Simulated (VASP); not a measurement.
Crystal: NaCl.

```xyz
4
Lattice="3.7405 0.0000 0.0000 -1.8703 3.2394 0.0000 0.0000 0.0000 6.0970" Properties=species:S:1:pos:R:3 pbc="T T T"
Na    0.0000    0.0000    0.0000
Na    0.0000    0.0000    3.0485
Cl    0.0000    2.1596    1.5243
Cl    1.8703    1.0798    4.5728
```

- Program: VASP 6.6.1
- Task: relaxation of cell and atoms
- Functional: PBE
- Potentials or basis: VASP PAW PBE potentials, release 64 (Na_pv, Cl)
- Cutoff: 600 eV
- k mesh: 12 × 12 × 4
- Occupations: fermi-dirac, width 0.02 eV
- Spin: no spin polarisation

At the start: pressure 9.2 GPa; volume 18.47 Å³/atom.

How do energy, volume and symmetry change on relaxing?

Over 9 steps the energy falls by 116.4 meV/atom and the volume is 23.15 Å³/atom (+25.3 %); space group P6_3/mmc (No. 194, to 0.1 Å) before and after.

The path:
| step | energy change (eV) | largest force (eV/Å) | pressure (GPa) | volume (Å³) |
| --- | --- | --- | --- | --- |
| 1 | 0.0000 | 0.0000 | 9.21 | 73.88 |
| 2 | -0.4075 | 0.0000 | 2.22 | 85.81 |
| 3 | -0.4536 | 0.0000 | 0.45 | 91.04 |
| 4 | -0.4570 | 0.0000 | -0.04 | 92.84 |
| 5 | -0.4570 | 0.0000 | -0.15 | 93.25 |
| 6 | -0.4612 | 0.0000 | -0.13 | 93.14 |
| 7 | -0.4653 | 0.0000 | -0.08 | 92.86 |
| 8 | -0.4653 | 0.0000 | -0.08 | 92.86 |
| 9 | -0.4654 | 0.0000 | -0.01 | 92.60 |

Final structure:
```
Na Cl
1.0
     3.95473    0.00000    0.00000
    -1.97736    3.42490    0.00000
     0.00000    0.00000    6.83669
Na Cl
2 2
Direct
  0.00000 0.00000 0.00000
  0.00000 0.00000 0.50000
  0.33333 0.66667 0.25000
  0.66667 0.33333 0.75000
```

Caveat: the volume moved by over 15 % at a fixed basis, so the end points are rough.
